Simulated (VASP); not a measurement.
The system is AlNi.

```
CELL_PARAMETERS angstrom
2.89337 0.00000 0.00000
0.00000 2.89337 0.00000
0.00000 0.00000 2.89337
ATOMIC_POSITIONS crystal
Al 0.00000 0.00000 0.00000
Ni 0.50000 0.50000 0.50000
```

Base run:

| Item | Value |
| --- | --- |
| Program | VASP 6.6.1 |
| Functional | PBE |
| Potentials or basis | VASP PAW PBE potentials, release 64 (Al, Ni) |
| Cutoff | 520 eV |
| k mesh | 12 × 12 × 12, shifted |
| Occupations | gaussian, width 0.05 eV |
| Spin | non-collinear spin, typed start, spin-orbit coupling |
| Starting moments | [[0.0, 0.0, 0.0], [0.0, 0.0, 0.8]] μB |
| Hubbard terms | Ni d U = 8.0 eV |

Its results: pressure -9.9 GPa; net moment 0.00 μB per cell.

Task: The run is repeated on the same cell with these changes: hubbard terms from Ni d U = 8.0 eV to none. What comes out?

Result: Pressure 0.0 GPa; net moment 0.00 μB per cell.

Caveats: the cell stands under tension (at least some runs); the U is typed as a test and isn't derived for this compound (at least some runs).
